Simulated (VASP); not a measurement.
# Ru (P6_3/mmc) in VASP: further runs, part 2 of 2

VASP 6.6.1. The steps go on from the part before.

### Step 3. Single point, PBEsol

This run uses another cell than the first one, of 10.66 Å³/atom.

Contents of INCAR:

```
ALGO = Normal
EDIFF = 1E-6
ENCUT = 520
GGA = PS
ISIF = 2
ISMEAR = -1
LASPH = True
LCHARG = False
LREAL = False
LWAVE = False
NBANDS = 21
NELM = 80
PREC = Accurate
SIGMA = 0.08
```

Contents of KPOINTS:

```
k-points
0
Gamma
  18 18 10
```

Contents of POSCAR:

```
Ru
1.0
    2.4908049317      0.0000000000      0.0000000000
   -1.2454024659      2.1571003467      0.0000000000
    0.0000000000      0.0000000000      3.9674400134
Ru
2
Direct
    0.3333333333      0.6666666667      0.2500000000
    0.6666666667      0.3333333333      0.7500000000
```

Potentials or basis: VASP PAW PBE potentials, release 64 (Ru_pv).

Launch:

```
$ cat potpaw_PBE.64/Ru_pv/POTCAR > POTCAR
$ mpirun -np 1 vasp_std > vasp.out
```

OUTCAR:

```text
EDIFF = 1E-6
   ENCUT = 520
   GGA = PS
   ISIF = 2
   ISMEAR = -1
   LASPH = True
   LREAL = False
   NELM = 80
   PREC = Accurate

 ion  position               nearest neighbor table
   1  0.333  0.667  0.250-   2 2.45   2 2.45   2 2.45   2 2.45   2 2.45   2 2.45
   2  0.667  0.333  0.750-   1 2.45   1 2.45   1 2.45   1 2.45   1 2.45   1 2.45

  LATTYP: Found a hexagonal cell.
 ALAT       =     2.4908049317
 C/A-ratio  =     1.5928344941

  Lattice vectors:

 A1 = (   2.4908049317,   0.0000000000,   0.0000000000)
 A2 = (  -1.2454024659,   2.1571003467,   0.0000000000)
 A3 = (   0.0000000000,   0.0000000000,   3.9674400134)

Analysis of symmetry for initial positions (statically):
=====================================================================
 Subroutine PRICEL returns:
 Original cell was already a primitive cell.

 Routine SETGRP: Setting up the symmetry group for a
 hexagonal supercell.

 Subroutine GETGRP returns: Found 24 space group operations
[... 154 lines left out ...]
 NGX is ok and might be reduce to    20
   NGX =  9   NGY =  9   NGZ = 15

 number of electron      27.9999993 magnetization

 Free energy of the ion-electron system (eV)
  ---------------------------------------------------
  ext. energy  EPLUGINS =         0.00000000
  ---------------------------------------------------
  free energy    TOTEN  =       -18.58206875 eV

  energy without entropy =      -18.55764827  energy(sigma->0) =      -18.56985851

 E-fermi :  17.6583     XC(G=0): -15.8295

 val. band max:       17.6448427218   @ k =   0.1667   0.1111   0.3000
 cond. band min:      17.6676645097   @ k =   0.4444   0.0556   0.2000
 fundamental gap:      0.0228217879
 Fermi energy:        17.6583069770

 k-point     1 :       0.0000    0.0000    0.0000
  band No.  band energies     occupation
      1     -27.2004      2.00000
      2     -25.1724      2.00000
      3     -25.1724      2.00000
      4     -24.8317      2.00000
      5     -24.8317      2.00000
      6     -24.7579      2.00000
[... 565 lines left out ...]
     20      27.7584      0.00000
     21      31.2879      0.00000

 [... further k-points ...]
[... 5 lines left out ...]
  --------------------------------------------------------------------------------------
  -------------------------------------------------------------------------------------
  Total       17.5080071     17.5080071     17.5315959     -0.0000000     -0.0000000      0.0000000
  in kB     1315.9120405   1315.9120404   1317.6849945     -0.0000000     -0.0000000      0.0000000
  external PRESSURE =    1316.5030251 kB  Pullay stress =       0.0000000 kB

 VOLUME and BASIS-vectors are now :
 -----------------------------------------------------------------------------
  energy-cutoff  :      520.00
  volume of cell :       21.32
      direct lattice vectors                 reciprocal lattice vectors
     2.490804932  0.000000000  0.000000000     0.401476642  0.231792647  0.000000000
    -1.245402466  2.157100347  0.000000000     0.000000000  0.463585295  0.000000000
     0.000000000  0.000000000  3.967440013     0.000000000  0.000000000  0.252051700

 POSITION                                       TOTAL-FORCE (eV/Angst)
 -----------------------------------------------------------------------------------
     -0.00000      1.43807      0.99186        -0.000000      0.000000      0.000000
      1.24540      0.71903      2.97558         0.000000     -0.000000      0.000000
 -----------------------------------------------------------------------------------
    total drift:                                0.000000     -0.000000      0.000000

  FREE ENERGIE OF THE ION-ELECTRON SYSTEM (eV)
  ---------------------------------------------------
  free  energy   TOTEN  =       -18.5820687484 eV

  energy  without entropy=      -18.5576482736  energy(sigma->0) =      -18.56985851
```

Wall time 2.1 min (1 thread of Intel Xeon 8259CL, shared host); peak memory 0.19 GiB.

Results:

| Property | Result |
| --- | --- |
| Free energy | -18.5821 eV |
| Pressure | 131.7 GPa |
| Band gap on the k mesh | zero (bands 14 and 15 overlap by 4.59 eV) |

Levels at points of the mesh, in eV from the Fermi level:
```tsv
k point	band 11	band 12	band 13	band 14	band 15	band 16	band 17	band 18
(0.00, 0.00, 0.00)	-3.58	-2.77	-2.77	-1.93	-1.93	1.67	1.67	1.69
(0.50, 0.00, 0.00)	-2.86	-2.10	-2.10	2.21	2.82	2.85	5.73	8.23
(0.00, 0.00, 0.50)	-3.96	-3.96	-3.52	-3.52	0.83	0.83	0.83	0.83
(0.50, 0.00, 0.50)	-1.52	-1.52	0.71	0.71	2.57	2.57	4.62	4.62
```

Caveat: the cell stands under pressure; the PAW data sets were made with another functional, which shifts forces and pressure a little.

### Step 4. Single point, PBEsol (10.66 Å³/atom)

This run uses another cell than the first one, of 10.66 Å³/atom.

Contents of INCAR:

```
SYSTEM = Ru
ALGO = Normal
EDIFF = 1E-7
ENCUT = 520
GGA = PS
ISIF = 2
ISMEAR = -1
LASPH = .TRUE.
LCHARG = .FALSE.
LREAL = .FALSE.
LWAVE = .FALSE.
NBANDS = 21
NELM = 60
PREC = Accurate
SIGMA = 0.08
```

Contents of KPOINTS:

```
k-points
0
G
  18 18 10
  0 0 0
```

POSCAR is that of step 3.

Launch:

```
$ cat potpaw_PBE.64/Ru_pv/POTCAR > POTCAR
$ mpirun -np 1 vasp_std > vasp.out
```

Run time: 2.4 min. Hardware: 1 thread of Intel Xeon 8259CL, shared host; peak memory 0.2 GiB.

It converged, with:

```yaml
Free_energy: -18.5821 eV
Pressure: 131.7 GPa
Band_gap_on_the_k_mesh: zero (bands 14 and 15 overlap by 4.59 eV)
```

Stress tensor (GPa, compression positive):
```
131.59   0.00   0.00
  0.00 131.59   0.00
  0.00   0.00 131.79
```

Levels at points of the mesh, in eV from the Fermi level:
```csv
k point,band 12,band 13,band 14,band 15,band 16,band 17
"(0.00, 0.00, 0.00)",-2.77,-2.77,-1.93,-1.93,1.67,1.67
"(0.50, 0.00, 0.00)",-2.10,-2.10,2.21,2.82,2.85,5.73
"(0.00, 0.00, 0.50)",-3.96,-3.52,-3.52,0.83,0.83,0.83
"(0.50, 0.00, 0.50)",-1.52,0.71,0.71,2.57,2.57,4.62
```

Caveat: the cell stands under pressure; the PAW data sets were made with another functional, which shifts forces and pressure a little.

### Step 5. Single point, PBEsol

This run uses another cell than the first one, of 11.99 Å³/atom.

Contents of INCAR:

```
SYSTEM = Ru
ALGO = Normal
EDIFF = 1E-6
ENCUT = 520
GGA = PS
ISIF = 2
ISMEAR = -1
LASPH = .TRUE.
LCHARG = .TRUE.
LELF = .TRUE.
LREAL = .FALSE.
LVHAR = .TRUE.
LWAVE = .FALSE.
NBANDS = 21
NELM = 80
PREC = Accurate
SIGMA = 0.08
```

KPOINTS is that of step 4.

Contents of POSCAR:

```
Ru
1.0
    2.5937742150      0.0000000000      0.0000000000
   -1.2968871075      2.2462743619      0.0000000000
    0.0000000000      0.0000000000      4.1160248512
Ru
2
Direct
    0.3333333333      0.6666666667      0.2500000000
    0.6666666667      0.3333333333      0.7500000000
```

Potentials or basis: VASP PAW PBE potentials, release 64 (Ru_pv).

Launch:

```
$ cat potpaw_PBE.64/Ru_pv/POTCAR > POTCAR
$ mpirun -np 1 vasp_std > vasp.out
```

OUTCAR:

```text
SYSTEM = Ru
   EDIFF = 1E-6
   ENCUT = 520
   GGA = PS
   ISIF = 2
   ISMEAR = -1
   LASPH = .TRUE.
   LREAL = .FALSE.
   NELM = 80
   PREC = Accurate

 ion  position               nearest neighbor table
   1  0.333  0.667  0.250-   2 2.55   2 2.55   2 2.55   2 2.55   2 2.55   2 2.55
   2  0.667  0.333  0.750-   1 2.55   1 2.55   1 2.55   1 2.55   1 2.55   1 2.55

  LATTYP: Found a hexagonal cell.
 ALAT       =     2.5937742150
 C/A-ratio  =     1.5868863324

  Lattice vectors:

 A1 = (   2.5937742150,   0.0000000000,   0.0000000000)
[... 190 lines left out ...]
      3     -27.6394      2.00000
      4     -27.3934      2.00000
      5     -27.3934      2.00000
      6     -27.3360      2.00000
[... 565 lines left out ...]
     20      25.2700      0.00000
     21      27.4409      0.00000

 [... further k-points ...]
[... 5 lines left out ...]
  --------------------------------------------------------------------------------------
  -------------------------------------------------------------------------------------
  Total        7.0476485      7.0476485      7.0577466      0.0000000      0.0000000     -0.0000000
  in kB      470.8492235    470.8492235    471.5238717      0.0000000      0.0000000     -0.0000000
  external PRESSURE =     471.0741063 kB  Pullay stress =       0.0000000 kB

 VOLUME and BASIS-vectors are now :
 -----------------------------------------------------------------------------
  energy-cutoff  :      520.00
  volume of cell :       23.98
      direct lattice vectors                 reciprocal lattice vectors
     2.593774215  0.000000000  0.000000000     0.385538569  0.222590797  0.000000000
    -1.296887107  2.246274362  0.000000000     0.000000000  0.445181594  0.000000000
     0.000000000  0.000000000  4.116024851     0.000000000  0.000000000  0.242952858

 POSITION                                       TOTAL-FORCE (eV/Angst)
 -----------------------------------------------------------------------------------
     -0.00000      1.49752      1.02901         0.000000     -0.000000      0.000000
      1.29689      0.74876      3.08702        -0.000000      0.000000      0.000000
 -----------------------------------------------------------------------------------
    total drift:                               -0.000000      0.000000     -0.000000

  FREE ENERGIE OF THE ION-ELECTRON SYSTEM (eV)
  ---------------------------------------------------
  free  energy   TOTEN  =       -20.0027510258 eV

  energy  without entropy=      -19.9736001553  energy(sigma->0) =      -19.98817559
```

stdout:

```text
POSCAR found type information on POSCAR Ru
 POSCAR found :  1 types and       2 ions
 scaLAPACK will be used
 -----------------------------------------------------------------------------
|                                                                             |
|                                                                             |
|     You enforced a specific xc type in the INCAR file but a different       |
|     I HOPE YOU KNOW WHAT YOU ARE DOING!                                     |
|                                                                             |
 -----------------------------------------------------------------------------

 LDA part: xc-table for (Slater+PW92), standard interpolation
 POSCAR, INCAR and KPOINTS ok, starting setup
 FFT: planning ... GRIDC
 FFT: planning ... GRID_SOFT
 FFT: planning ... GRID
 WAVECAR not read
 entering main loop
```

Wall time 2.1 min (1 thread of Intel Xeon 8259CL, shared host); peak memory 0.21 GiB.

Results:

```yaml
Free_energy: -20.0028 eV
Pressure: 47.1 GPa
Band_gap_on_the_k_mesh: zero (bands 14 and 15 overlap by 3.80 eV)
```

Caveat: the cell stands under pressure; the PAW data sets were made with another functional, which shifts forces and pressure a little.

### Step 6. Summary

```tsv
cell	gap on the mesh (eV)	pressure (GPa)
a = 2.379, b = 2.379, c = 3.804 Å, angles 90.0, 90.0, 120.0°, 2 atoms	none	285.3
a = 2.491, b = 2.491, c = 3.967 Å, angles 90.0, 90.0, 120.0°, 2 atoms	none	131.7
a = 2.594, b = 2.594, c = 4.116 Å, angles 90.0, 90.0, 120.0°, 2 atoms	none	47.1
```

Alike in all rows: task single point; level PBEsol; potentials or basis VASP PAW PBE potentials, release 64 (Ru_pv); no spin polarisation; k mesh 18 × 18 × 10; cutoff (eV) 520; smearing fermi-dirac 0.08 eV.

Caveats: the cell stands under pressure; the PAW data sets were made with another functional, which shifts forces and pressure a little.

Absolute energies hang on the potentials; compare differences alone.
